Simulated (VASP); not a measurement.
# Bi (Im-3m) in VASP: notebook

The runs below take Bi through relaxation of cell and atoms, with LDA.

Program: VASP 6.6.1. These are calculated values, not measurements. Logs are shortened: lines on timing, memory, paths and dates and some standing lists are left out, and cuts for length are marked.

## Step 1: The cell of the first run

It takes space group Im-3m (No. 229, cubic). Conventional cell: a = 3.296 Å, b = 3.296 Å, c = 3.296 Å, α = 90.00°, β = 90.00°, γ = 90.00°. Bi (site symmetry m-3m) has 14 Bi at 2.85 to 3.30 Å within 3.8 Å.

This isn't the form of Bi at room conditions, which is rhombohedral.

## Step 2: Relaxation of cell and atoms, LDA, target pressure 151 GPa, at which the enthalpy is minimised

Contents of INCAR:

```
  PREC = Accurate
  ENCUT = 600
  EDIFF = 1E-7
  ISMEAR = 0
  SIGMA = 0.05
  LREAL = False
  LASPH = True
  NELM = 100
  ALGO = Fast
  ISIF = 3
  LWAVE = False
  LCHARG = False
  IBRION = 2
  NSW = 80
  EDIFFG = -0.01
  PSTRESS = 1510.0
```

Contents of KPOINTS:

```
regular mesh
0
Gamma
  20 20 20
```

Contents of POSCAR:

```
Bi
1.0
   -1.6480833976      1.6480833976      1.6480833976
    1.6480833976     -1.6480833976      1.6480833976
    1.6480833976      1.6480833976     -1.6480833976
Bi
1
Direct
    0.0000000000      0.0000000000      0.0000000000
```

Potentials or basis: VASP PAW LDA potentials, release 64 (Bi_d).

Command:

```
cat potpaw_LDA.64/Bi_d/POTCAR > POTCAR
mpirun -np 1 vasp_std > vasp.out
```

OUTCAR:

```text
PREC = Accurate
   ENCUT = 600
   EDIFF = 1E-7
   ISMEAR = 0
   LREAL = False
   LASPH = True
   NELM = 100
   ISIF = 3
   IBRION = 2
   NSW = 80
   EDIFFG = -0.01
   PSTRESS = 1510.0

 ion  position               nearest neighbor table
   1  0.000  0.000  0.000-

  LATTYP: Found a body centered cubic cell.
 ALAT       =     3.2961667952

  Lattice vectors:

 A1 = (  -1.6480833976,   1.6480833976,   1.6480833976)
 A2 = (   1.6480833976,  -1.6480833976,   1.6480833976)
 A3 = (   1.6480833976,   1.6480833976,  -1.6480833976)

Analysis of symmetry for initial positions (statically):
=====================================================================
 Subroutine PRICEL returns:
 Original cell was already a primitive cell.

 Routine SETGRP: Setting up the symmetry group for a
 body centered cubic supercell.

 Subroutine GETGRP returns: Found 48 space group operations
 (whereof 48 operations were pure point group operations)
 out of a pool of 48 trial point group operations.

The static configuration has the point symmetry O_h .

Analysis of symmetry for dynamics (positions and initial velocities):
=====================================================================
 Subroutine PRICEL returns:
 Original cell was already a primitive cell.

 Routine SETGRP: Setting up the symmetry group for a
 body centered cubic supercell.

 Subroutine GETGRP returns: Found 48 space group operations
 (whereof 48 operations were pure point group operations)
 out of a pool of 48 trial point group operations.

The dynamic configuration has the point symmetry O_h .

 Subroutine INISYM returns: Found 48 space group operations
 (whereof 48 operations are pure point group operations),
 and found     1 'primitive' translations

----------------------------------------------------------------------------------------

                                     Primitive cell

  volume of cell :      17.9060

  direct lattice vectors                    reciprocal lattice vectors
    -1.648083398  1.648083398  1.648083398     0.000000000  0.303382705  0.303382705
     1.648083398 -1.648083398  1.648083398     0.303382705  0.000000000  0.303382705
     1.648083398  1.648083398 -1.648083398     0.303382705  0.303382705  0.000000000

  length of vectors
     2.854564180  2.854564180  2.854564180     0.429047937  0.429047937  0.429047937

  position of ions in fractional coordinates (direct lattice)
     0.000000000  0.000000000  0.000000000

  ion indices of the primitive-cell ions
[... 103 lines left out ...]
   LEPSILON=     F    determine dielectric tensor
   LRPA    =     F    only Hartree local field effects (RPA)
 conjugate gradient relaxation of ions
 non-spin polarized calculation
 RMM-DIIS sequential band-by-band and
 Gauss-broadening in eV      SIGMA  =   0.05
  energy-cutoff  :      600.00
  volume of cell :       17.91
 maximum number of plane-waves:       616
   NGX = 11   NGY = 11   NGZ = 11

--------------------------------------- Ionic step        1  -------------------------------------------

 number of electron      15.0000003 magnetization

 Free energy of the ion-electron system (eV)
  ---------------------------------------------------
  ext. energy  EPLUGINS =         0.00000000
  ---------------------------------------------------
  free energy    TOTEN  =        -2.20072390 eV

  energy without entropy =       -2.19995387  energy(sigma->0) =       -2.20033888

------------------------ aborting loop because EDIFF is reached ----------------------------------------

  FORCE on cell =-STRESS in cart. coord.  units (eV):
  Direction    XX          YY          ZZ          XY          YZ          ZX
  --------------------------------------------------------------------------------------
  -------------------------------------------------------------------------------------
  Total       11.2989623     11.2989623     11.2989623     -0.0000000      0.0000000     -0.0000000
  in kB     1011.0010272   1011.0010272   1011.0010272     -0.0000000      0.0000000     -0.0000000
  external PRESSURE =    -498.9989728 kB  Pullay stress =    1510.0000000 kB
[... 94 lines left out ...]
  energy  without entropy=       -0.2926441426  energy(sigma->0) =       -0.29284480

  enthalpy is  TOTEN    =        15.6400566989 eV   P V=       15.9331021570

[... ionic steps 4 to 16 ...]

--------------------------------------- Ionic step       17  -------------------------------------------

 number of electron      15.0000002 magnetization

------------------------ aborting loop because EDIFF is reached ----------------------------------------
[... 69 lines left out ...]
--------------------------------------- Ionic step       19  -------------------------------------------

 number of electron      15.0000002 magnetization

 Free energy of the ion-electron system (eV)
  ---------------------------------------------------
  ext. energy  EPLUGINS =         0.00000000
  ---------------------------------------------------
  free energy    TOTEN  =        -0.94388003 eV

  energy without entropy =       -0.94297106  energy(sigma->0) =       -0.94342554

 E-fermi :  19.0849     XC(G=0): -13.9910

 val. band max:       19.0766955581   @ k =   0.2000   0.1000  -0.0000
 cond. band min:      19.0938907185   @ k =  -0.2500   0.2500   0.0500
 fundamental gap:      0.0171951604
 Fermi energy:        19.0848990018

 k-point     1 :       0.0000    0.0000    0.0000
  band No.  band energies     occupation
      1      -5.7477      2.00000
      2      -5.7477      2.00000
      3      -5.7477      2.00000
      4      -4.8856      2.00000
      5      -4.8856      2.00000
      6      -1.5382      2.00000
      7      28.3021      0.00000
      8      28.3021      0.00000
      9      28.3021      0.00000
     10      30.5866      0.00000
     11      30.5866      0.00000
[... 309 lines left out ...]
 k-point    24 :       0.2500    0.1000    0.0000
  band No.  band energies     occupation
      1      -5.9450      2.00000
      2      -5.7482      2.00000
      3      -5.0284      2.00000
      4      -4.9291      2.00000
      5      -4.8396      2.00000
      6       2.1075      2.00000
      7      16.6914      2.00000
      8      21.7850      0.00000
      9      24.1591      0.00000
     10      29.0322      0.00000
     11      31.0936      0.00000

 [... further k-points ...]

------------------------ aborting loop because EDIFF is reached ----------------------------------------

  FORCE on cell =-STRESS in cart. coord.  units (eV):
  Direction    XX          YY          ZZ          XY          YZ          ZX
  --------------------------------------------------------------------------------------
  -------------------------------------------------------------------------------------
  Total       15.3406651     15.3406651     15.3406651      0.0000000     -0.0000000      0.0000000
  in kB     1509.1621613   1509.1621613   1509.1621613      0.0000000     -0.0000000      0.0000000
  external PRESSURE =      -0.8378387 kB  Pullay stress =    1510.0000000 kB
[... 20 lines left out ...]
  energy  without entropy=       -0.9429710591  energy(sigma->0) =       -0.94342554

  enthalpy is  TOTEN    =        14.4053016757 eV   P V=       15.3491817020

 reached required accuracy - stopping structural energy minimisation
```

OSZICAR:

```text
N       E                     dE             d eps       ncg     rms          rms(c)
DAV:   1     0.110885343987E+03    0.11089E+03   -0.89023E+03  5711   0.207E+03
DAV:   2     0.241212136043E+01   -0.10847E+03   -0.10550E+03  5764   0.400E+02
DAV:   3    -0.216632744680E+01   -0.45784E+01   -0.44881E+01  6458   0.872E+01
DAV:   4    -0.226110396417E+01   -0.94777E-01   -0.94674E-01  6793   0.122E+01
[... 283 lines left out ...]
  18 F= 0.14405302E+02 E0= 0.14405756E+02  d E =-.480652E-06
       N       E                     dE             d eps       ncg     rms          rms(c)
DAV:   1    -0.943880323381E+00    0.62193E-03   -0.62099E-06  6747   0.661E-02    0.296E-03
RMM:   2    -0.943880073219E+00    0.25016E-06   -0.35755E-07  4731   0.120E-02    0.115E-03
RMM:   3    -0.943880026294E+00    0.46925E-07   -0.18071E-07  3572   0.780E-03
  19 F= 0.14405302E+02 E0= 0.14405756E+02  d E =-.839738E-06
```

CONTCAR:

```text
Bi
   1.00000000000000
    -1.5968089458473231    1.5968089458473231    1.5968089458473238
     1.5968089458473231   -1.5968089458473231    1.5968089458473238
     1.5968089458473231    1.5968089458473231   -1.5968089458473238
  Bi
     1
Direct
     0.0000000000000000    0.0000000000000000    0.0000000000000000

  0.00000000E+00  0.00000000E+00  0.00000000E+00
```

It took 4.8 min on 1 thread of Intel Xeon 6975P-C (Granite Rapids), shared host; peak memory 0.21 GiB.

What came out:

* Free energy: -0.9439 eV
* Relaxed volume: 16.29 Å³/atom
* Relaxed cell: a = 2.766 Å, b = 2.766 Å, c = 2.766 Å, α = 109.47°, β = 109.47°, γ = 109.47°
* Space group after relaxing (to 0.1 Å): Im-3m (No. 229)
* Energy change on relaxing (the run minimises the enthalpy): +1256.8 meV/atom
* Ionic steps: 19
* Pressure after relaxing: 150.9 GPa
* Band gap on the k mesh: zero (an odd number of electrons rules out a gap without spin polarisation)

The path:
```
step  energy change (eV)  largest force (eV/Å)  pressure (GPa)  volume (Å³)
   1              0.0000                0.0000          101.10        17.91
   2             44.3402                0.0000         2423.24         6.99
   3              1.9077                0.0000          131.42        16.91
   4              1.0075                0.0000          138.76        16.64
   5              1.3059                0.0000          152.90        16.23
   6              1.2553                0.0000          150.86        16.29
   7              1.2554                0.0000          150.86        16.29
   8              1.2556                0.0000          150.86        16.29
   9              1.2556                0.0000          150.87        16.29
  10              1.2556                0.0000          150.87        16.29
  11              1.2556                0.0000          150.87        16.29
  12              1.2556                0.0000          150.87        16.29
  13              1.2556                0.0000          150.87        16.29
  14              1.2556                0.0000          150.87        16.29
  15              1.2557                0.0000          150.87        16.29
  16              1.2558                0.0000          150.87        16.29
  17              1.2559                0.0000          150.87        16.29
  18              1.2562                0.0000          150.88        16.29
  19              1.2568                0.0000          150.92        16.29
```

Final structure:
```xyz
1
Lattice="-1.5968 1.5968 1.5968 1.5968 -1.5968 1.5968 1.5968 1.5968 -1.5968" Properties=species:S:1:pos:R:3 pbc="T T T"
Bi    0.0000    0.0000    0.0000
```

Caveat: the cell is relaxed towards a set pressure, so the run minimises the enthalpy, not the energy; spin-orbit coupling is left out, which moves the levels of the heavy elements.

## Step 3: Relaxation of cell and atoms, LDA, target pressure 100.14 GPa, at which the enthalpy is minimised

This run uses another cell than the first one, of 18.87 Å³/atom.

Contents of INCAR:

```
PREC     = Accurate       # precision mode
ENCUT    = 600            # plane-wave cutoff, eV
EDIFF    = 1E-6           # SCF threshold, eV
ISMEAR   = 0              # smearing method
SIGMA    = 0.05           # smearing width, eV
LREAL    = F              # projectors in reciprocal space
LASPH    = T              # aspherical terms in the spheres
NELM     = 100            # most SCF steps
ALGO     = Normal         # electronic algorithm
ISIF     = 3              # what is computed and relaxed
LWAVE    = F              # write WAVECAR
LCHARG   = F              # write CHGCAR
GGA      = CA             # functional
IBRION   = 2              # ionic algorithm
NSW      = 80             # ionic steps
EDIFFG   = -0.01          # ionic threshold
PSTRESS  = 1001.4
```

KPOINTS is that of step 2.

Contents of POSCAR:

```
Bi
1.0
   -1.6771193637      1.6771193637      1.6771193637
    1.6771193637     -1.6771193637      1.6771193637
    1.6771193637      1.6771193637     -1.6771193637
Bi
1
Direct
    0.0000000000      0.0000000000      0.0000000000
```

Potentials or basis: VASP PAW LDA potentials, release 64 (Bi_d).

Command:

```
cat potpaw_LDA.64/Bi_d/POTCAR > POTCAR
mpirun -np 1 vasp_std > vasp.out
```

Wall time 57 s (1 thread of Intel Xeon 6975P-C (Granite Rapids), shared host); peak memory 0.19 GiB.

Results (log left out):

- Free energy: -2.2256 eV
- Relaxed volume: 17.95 Å³/atom
- Relaxed cell: a = 2.857 Å, b = 2.857 Å, c = 2.857 Å, α = 109.47°, β = 109.47°, γ = 109.47°
- Space group after relaxing (to 0.1 Å): Im-3m (No. 229)
- Energy change on relaxing (the run minimises the enthalpy): +517.0 meV/atom
- Ionic steps: 5
- Pressure after relaxing: 100.2 GPa
- Band gap on the k mesh: zero (an odd number of electrons rules out a gap without spin polarisation)

Step by step:
```csv
step,energy change (eV),largest force (eV/Å),pressure (GPa),volume (Å³)
1,0.0000,0.0000,79.93,18.87
2,6.4592,0.0000,345.23,13.09
3,0.4318,0.0000,96.81,18.08
4,0.4943,0.0000,99.25,17.98
5,0.5170,0.0000,100.17,17.95
```

Final structure:
```xyz
1
Lattice="-1.6493 1.6493 1.6493 1.6493 -1.6493 1.6493 1.6493 1.6493 -1.6493" Properties=species:S:1:pos:R:3 pbc="T T T"
Bi    0.0000    0.0000    0.0000
```

Levels at points of the mesh, in eV from the Fermi level:
```csv
k point,band 5,band 6,band 7,band 8,band 9,band 10,band 11
"(0.00, 0.00, 0.00)",-23.64,-19.17,9.67,9.67,9.67,10.30,10.30
"(0.50, 0.00, 0.00)",-23.21,-11.67,-9.36,2.60,4.04,8.92,9.65
"(0.50, 0.50, 0.50)",-23.31,-5.91,-3.61,-3.61,-3.61,3.26,3.26
```

Caveat: the cell is relaxed towards a set pressure, so the run minimises the enthalpy, not the energy; spin-orbit coupling is left out, which moves the levels of the heavy elements.
